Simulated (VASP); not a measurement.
SiC: single point with r2SCAN+D4

SiC:

```
Si C
1.0
     3.01321    0.00000    0.00000
    -1.50660    2.60951    0.00000
     0.00000    0.00000    4.94495
Si C
2 2
Direct
  0.66667 0.33333 0.50000
  0.33333 0.66667 0.00000
  0.66667 0.33333 0.88500
  0.33333 0.66667 0.38500
```

```yaml
Program: VASP 6.6.1
Task: single point
Functional: r2SCAN
Dispersion: D4
Potentials_or_basis: VASP PAW PBE potentials, release 64 (Si, C)
Cutoff: 520 eV
k_mesh: 10 × 10 × 5
Occupations: fermi-dirac, width 0.05 eV
Spin: no spin polarisation
```

```json
{
 "Pressure": "14.1 GPa",
 "Largest force": "0.870 eV/Å",
 "Band gap on the k mesh": "2.78 eV (least direct gap 4.74 eV)",
 "Dispersion energy per atom": "-0.129 eV"
}
```

Forces in eV/Å, atoms in the order of the input:
```
Si   0.000  0.000  0.870
Si   0.000  0.000  0.870
C    0.000  0.000 -0.870
C    0.000  0.000 -0.870
```

Stress tensor (GPa, compression positive):
```
16.43  0.00  0.00
 0.00 16.43  0.00
 0.00  0.00  9.55
```

Levels at points of the mesh, in eV from the valence-band top:
```csv
k point,band 4,band 5,band 6,band 7,band 8,band 9,band 10,band 11,band 12,band 13
"(0.00, 0.00, 0.00)",-1.67,-1.67,-0.29,-0.29,0.00,5.77,7.25,7.42,7.42,8.75
"(0.50, 0.00, 0.00)",-6.97,-5.85,-3.84,-3.52,-1.58,3.17,4.72,7.83,7.97,11.04
```

It took 110 s on 1 thread of Intel Xeon 8259CL, on a shared host, peak memory 0.17 GiB.

Caveat: the cell stands under pressure; the PAW data sets were made with another functional, which shifts forces and pressure a little; an odd mesh through Γ misses points on the zone boundary, where band edges can lie. r2SCAN opens gaps a little over a GGA but as a rule still falls short of measured ones.
